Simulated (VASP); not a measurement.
Set up this calculation in VASP 6.6.1, as the native input.

* Task: molecular dynamics
* Functional: PBE
* Potentials or basis: VASP PAW PBE potentials, release 64 (As, B)
* Cutoff: 360 eV
* k mesh: 1 × 1 × 1, shifted
* Occupations: fermi-dirac, width 0.05 eV
* Spin: no spin polarisation
* Dipole correction: no
* Mended: yes

The structure of B15As8 lies in POSCAR:

```
B15As8
1.0
    6.7523970000     -0.0821590000     -0.0565340000
   -0.0821590000      6.5439730000      0.0455560000
   -0.0565340000      0.0455560000      7.1307640000
As B
8 15
Direct
    0.6911202947      0.0175285634      0.7032608036
    0.3517437759      0.7753250666      0.4026527308
    0.7011119533      0.2009445750      0.0362406923
    0.8302567099      0.8848836906      0.3703782911
    0.0907180120      0.1505537771      0.7367690337
    0.0946486583      0.1190057288      0.3782761619
    0.4025228861      0.1942929645      0.5251139952
    0.6621506628      0.5394502788      0.5078263472
    0.5474630760      0.7453825100      0.8396434286
    0.5613794478      0.5734149800      0.2132866074
    0.6851506245      0.7160955118      0.0457595345
    0.8165160006      0.5195929069      0.1250355814
    0.1289708843      0.8355218290      0.9487290628
    0.9934040697      0.4584068465      0.7494698493
    0.7630727663      0.5549632903      0.8648656519
    0.4194890385      0.7016163974      0.0133731364
    0.0017733427      0.6186523079      0.9556278922
    0.3167787957      0.5549556500      0.1645459816
    0.1828481587      0.6270059174      0.6220546696
    0.8937328550      0.9365710696      0.0394529704
    0.2802561298      0.6574033549      0.8258023548
    0.9938233120      0.5858002921      0.4601344932
    0.0417743283      0.4636731562      0.2356101697
```

The input as run:

INCAR

```
  ALGO = Normal
  EDIFF = 1E-5
  ENCUT = 360
  GGA = PE
  GGA_COMPAT = False
  IBRION = 0
  ISIF = 2
  ISMEAR = -1
  ISYM = -1
  LANGEVIN_GAMMA = 30 30
  LASPH = True
  LCHARG = True
  LREAL = Auto
  LWAVE = False
  MAXMIX = 40
  MDALGO = 3
  NBANDS = 60
  NELM = 120
  NELMIN = 4
  NSW = 40
  POTIM = 1.5
  PREC = Normal
  RANDOM_SEED = 93943 0 0
  SIGMA = 0.05
  TEBEG = 300.0
  TEEND = 300.0
```

KPOINTS

```
explicit points
1
Reciprocal
  0.25000000   0.25000000   0.25000000 1
```

Potentials or basis: VASP PAW PBE potentials, release 64 (As, B).

Run with:

```bash
$ cat potpaw_PBE.64/As/POTCAR potpaw_PBE.64/B/POTCAR > POTCAR
$ mpirun -np 1 vasp_std > vasp.out
```

Run time: 3.6 min on 1 thread of Intel(R) Xeon(R) 6975P-C (Granite Rapids) (shared host), peak memory 0.2 GiB.
